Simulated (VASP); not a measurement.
Here is a VASP 6.6.1 calculation.

File INCAR:

```
SYSTEM = MgO
ALGO     = Normal         ! electronic algorithm
EDIFF    = 1E-6           ! SCF threshold, eV
ENCUT    = 600            ! plane-wave cutoff, eV
GGA      = PE             ! functional
GGA_COMPAT= .FALSE.      
ISIF     = 2              ! what is computed and relaxed
ISMEAR   = -1             ! smearing method
LASPH    = .TRUE.         ! aspherical terms in the spheres
LCHARG   = .FALSE.        ! write CHGCAR
LREAL    = .FALSE.        ! projectors in reciprocal space
LWAVE    = .FALSE.        ! write WAVECAR
NBANDS   = 11             ! bands
NELM     = 120            ! most SCF steps
PREC     = Accurate       ! precision mode
SIGMA    = 0.1            ! smearing width, eV
```

The input KPOINTS:

```
k-points
0
G
  9 9 9
  0 0 0
```

POSCAR

```
MgO
1.0
    0.0000000000      2.1525000000      2.1525000000
    2.1525000000      0.0000000000      2.1525000000
    2.1525000000      2.1525000000      0.0000000000
Mg O
1 1
Direct
    0.0000000000      0.0000000000      0.0000000000
    0.5000000000      0.5000000000      0.5000000000
```

Potentials or basis: VASP PAW PBE potentials, release 64 (Mg, O).

Run with:

```console
$ cat potpaw_PBE.64/Mg/POTCAR potpaw_PBE.64/O/POTCAR > POTCAR
$ mpirun -np 1 vasp_std > vasp.out
```

Task: Predict the band gap on the k mesh.

Result: 4.12 eV.

Task: Estimate the pressure.

Result: -6.0 GPa.

Caveat: the cell stands under tension. As with any semilocal functional, this PBE gap is likely too small.
